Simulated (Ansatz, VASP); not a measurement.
**Two plane-wave programs on AlN**

The input INCAR:

```
SYSTEM = AlN
PREC = Accurate ; ENCUT = 600
EDIFF = 1E-6 ; ISMEAR = 0
SIGMA = 0.1 ; LREAL = .FALSE.
LASPH = .TRUE. ; NELM = 120
ALGO = Normal ; ISIF = 2
LWAVE = .FALSE. ; LCHARG = .FALSE.
GGA = PE ; NBANDS = 11
GGA_COMPAT = .FALSE.
```

KPOINTS

```
Automatic mesh
0
G
  6 6 6
  0 0 0
```

Contents of POSCAR:

```
AlN
1.0
    0.0000000000      2.2031864183      2.2031864183
    2.2031864183      0.0000000000      2.2031864183
    2.2031864183      2.2031864183      0.0000000000
Al N
1 1
Direct
    0.0000000000      0.0000000000      0.0000000000
    0.7500000000      0.7500000000      0.7500000000
```

Input for Ansatz:

```yaml
crystal:
  lattice:
    - [0.0, 2.2031864183, 2.2031864183]
    - [2.2031864183, 0.0, 2.2031864183]
    - [2.2031864183, 2.2031864183, 0.0]
  atoms:
    - { symbol: Al, position: [0.0, 0.0, 0.0] }
    - { symbol: "N", position: [0.75, 0.75, 0.75] }
basis:
  ecutwfc: 420
kpoints:
  mp_grid: { grid: [6, 6, 6] }
hamiltonian:
  xc: pbe
scf:
  occupations: { method: gaussian, width: 0.1 }
  lower_state_search: "off"
output:
  forces: true
  stress: true
  eigenvalues: true
```

Change from the starting cell: species swapped into the ZnO type (F-43m, No. 216).

Alike in both runs: task single point; functional PBE; k mesh 6 × 6 × 6; occupations gaussian, width 0.1 eV; no spin polarisation.

|  | VASP | Ansatz |
| --- | --- | --- |
| version | VASP 6.6.1 | Ansatz 0.2.0 |
| potentials or method | VASP PAW PBE potentials, release 64 (Al, N), cutoff 600 eV | scalar-relativistic, plane waves, PAW |
| valence electrons in the cell | 8 | 8 |

```csv
,VASP,Ansatz,Ansatz less VASP
gap on the k mesh at the Fermi level (eV),3.30,3.31,+0.007
least direct gap on the mesh (eV),3.96,3.96,-0.009
pressure (GPa),-0.8,-0.4,+0.40
```

The functional is the same, so the differences come from potentials, cutoffs and numerics.
